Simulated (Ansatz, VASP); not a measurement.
# One calculation of Li27H26Cl, two programs

```
Li Cl H
1.0
     0.00000    6.02586    6.02586
     6.02586    0.00000    6.02586
     6.02586    6.02586    0.00000
Li Cl H
27 1 26
Cartesian
  0.0000 0.0000 0.0000
  2.0086 2.0086 0.0000
  4.0172 4.0172 0.0000
  2.0086 0.0000 2.0086
  4.0172 2.0086 2.0086
  6.0259 4.0172 2.0086
  4.0172 0.0000 4.0172
  6.0259 2.0086 4.0172
  8.0345 4.0172 4.0172
  0.0000 2.0086 2.0086
  2.0086 4.0172 2.0086
  4.0172 6.0259 2.0086
  2.0086 2.0086 4.0172
  4.0172 4.0172 4.0172
  6.0259 6.0259 4.0172
  4.0172 2.0086 6.0259
  6.0259 4.0172 6.0259
  8.0345 6.0259 6.0259
  0.0000 4.0172 4.0172
  2.0086 6.0259 4.0172
  4.0172 8.0345 4.0172
  2.0086 4.0172 6.0259
  4.0172 6.0259 6.0259
  6.0259 8.0345 6.0259
  4.0172 4.0172 8.0345
  6.0259 6.0259 8.0345
  8.0345 8.0345 8.0345
  2.0086 2.0086 2.0086
  4.0172 4.0172 2.0086
  6.0259 6.0259 2.0086
  4.0172 2.0086 4.0172
  6.0259 4.0172 4.0172
  8.0345 6.0259 4.0172
  6.0259 2.0086 6.0259
  8.0345 4.0172 6.0259
  10.0431 6.0259 6.0259
  2.0086 4.0172 4.0172
  4.0172 6.0259 4.0172
  6.0259 8.0345 4.0172
  4.0172 4.0172 6.0259
  6.0259 6.0259 6.0259
  8.0345 8.0345 6.0259
  6.0259 4.0172 8.0345
  8.0345 6.0259 8.0345
  10.0431 8.0345 8.0345
  2.0086 6.0259 6.0259
  4.0172 8.0345 6.0259
  6.0259 10.0431 6.0259
  4.0172 6.0259 8.0345
  6.0259 8.0345 8.0345
  8.0345 10.0431 8.0345
  6.0259 6.0259 10.0431
  8.0345 8.0345 10.0431
  10.0431 10.0431 10.0431
```

Alike in both runs: task electric field gradients; functional PBE; k mesh 3 × 3 × 3; occupations fermi-dirac, width 0.01 eV; no spin polarisation.

|  | VASP | Ansatz |
| --- | --- | --- |
| version | VASP 6.6.1 | Ansatz 0.2.0 |
| potentials or method | VASP PAW PBE potentials, release 64 (Li_sv, Cl, H) | plane-wave PAW, scalar-relativistic |
| plane-wave cutoff (eV) | 520 | 420 |
| valence electrons in the cell | 114 | 114 |

|  | VASP | Ansatz | Ansatz less VASP |
| --- | --- | --- | --- |
| gap on the k mesh at the Fermi level (eV) | 3.58 | 3.59 | +0.005 |
| rms of the force components (eV/Å) | 0.364 | 0.357 | -0.0070 |
| size of Vzz on the site where it differs most (V/Å²) | 1.6 | 0.8 | -0.85 |

Atom by atom the forces differ by 0.007 eV/Å (rms over components). With one functional, cell and mesh, what is left measures potentials, basis and numerics.

Noted on VASP's run: the cutoff is under 1.25 times that of the potentials, so the pressure is a little rough.
